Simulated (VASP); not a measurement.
Here is a VASP 6.6.1 calculation.

The input INCAR:

```
ALGO = Normal ; EDIFF = 1E-6
ENCUT = 520 ; GGA = CA
ISIF = 2 ; ISMEAR = 0
LASPH = T ; LCHARG = F
LREAL = F ; LWAVE = F
NBANDS = 19 ; NELM = 100
PREC = Accurate ; SIGMA = 0.03
```

Contents of KPOINTS:

```
k-points
0
Gamma
  14 14 7
```

Contents of POSCAR:

```
Zn
1.0
    2.5709734941      0.0000000000      0.0000000000
   -1.2854867470      2.2265283583      0.0000000000
    0.0000000000      0.0000000000      4.7361908757
Zn
2
Direct
    0.3333333333      0.6666666667      0.2500000000
    0.6666666667      0.3333333333      0.7500000000
```

Potentials or basis: VASP PAW LDA potentials, release 64 (Zn).

The run is started by

```bash
$ cat potpaw_LDA.64/Zn/POTCAR > POTCAR
$ mpirun -np 1 vasp_std > vasp.out
```

Q: What does it give for the band gap on the k mesh?

A: Zero (band 12 reaches 5.21 eV, above the bottom of band 13 at 0.86 eV).

Q: Estimate the pressure.

A: 0.7 GPa.

Stress tensor (GPa, compression positive):
```
 1.68  0.00  0.00
 0.00  1.68  0.00
 0.00  0.00 -1.19
```
